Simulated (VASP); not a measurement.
BaTiO3: single point with PBEsol

BaTiO3:

```
Ba Ti O
1.0
     3.90277    0.00000    0.00000
     0.00000    2.77913    2.78771
     0.00000   -2.77913    2.78771
Ba Ti O
1 1 3
Cartesian
  0.0000 0.0000 0.0000
  1.9514 0.0000 2.8318
  0.0000 0.0000 2.7437
  1.9514 -1.3651 4.1710
  1.9514 1.3651 4.1710
```

```yaml
Program: VASP 6.6.1
Task: single point
Functional: PBEsol
Potentials_or_basis: VASP PAW PBE potentials, release 64 (Ba_sv, Ti_sv, O)
Cutoff: 520 eV
k_mesh: 8 × 8 × 8
Occupations: fermi-dirac, width 0.05 eV
Spin: no spin polarisation
```

| Property | Result |
| --- | --- |
| Pressure | 9.3 GPa |
| Largest force | 0.158 eV/Å |
| Band gap on the k mesh | 1.86 eV (least direct gap 1.97 eV) |

Forces on the atoms (eV/Å):
```
Ba   0.000  0.000  0.093
Ti   0.000  0.000 -0.025
O    0.000  0.000  0.074
O    0.000 -0.141 -0.071
O    0.000  0.141 -0.071
```

Stress tensor (GPa, compression positive):
```
10.21  0.00  0.00
 0.00  9.28  0.00
 0.00  0.00  8.47
```

Levels at points of the mesh, in eV from the valence-band top:
```csv
k point,band 18,band 19,band 20,band 21,band 22,band 23
"(0.00, 0.00, 0.00)",-0.19,-0.15,-0.11,1.86,1.89,1.98
"(0.50, 0.00, 0.00)",-1.90,-0.79,-0.75,2.08,3.84,3.88
"(0.00, 0.50, 0.00)",-1.84,-0.77,-0.73,2.10,3.80,3.82
"(0.50, 0.50, 0.00)",-0.83,-0.83,-0.10,3.82,3.88,4.27
"(0.00, 0.50, 0.50)",-0.89,-0.86,-0.14,3.81,3.84,4.24
"(0.50, 0.50, 0.50)",-0.03,0.00,0.00,4.56,4.57,4.59
```

Run time: 6.1 min on 1 thread of Intel Xeon 8259CL, with other jobs on the host, peak memory 0.3 GiB.

Caveat: the cell stands under pressure; the PAW data sets were made with another functional, which shifts forces and pressure a little; spin-orbit coupling is left out, which moves the levels of the heavy elements. A k mesh can miss the band edges.
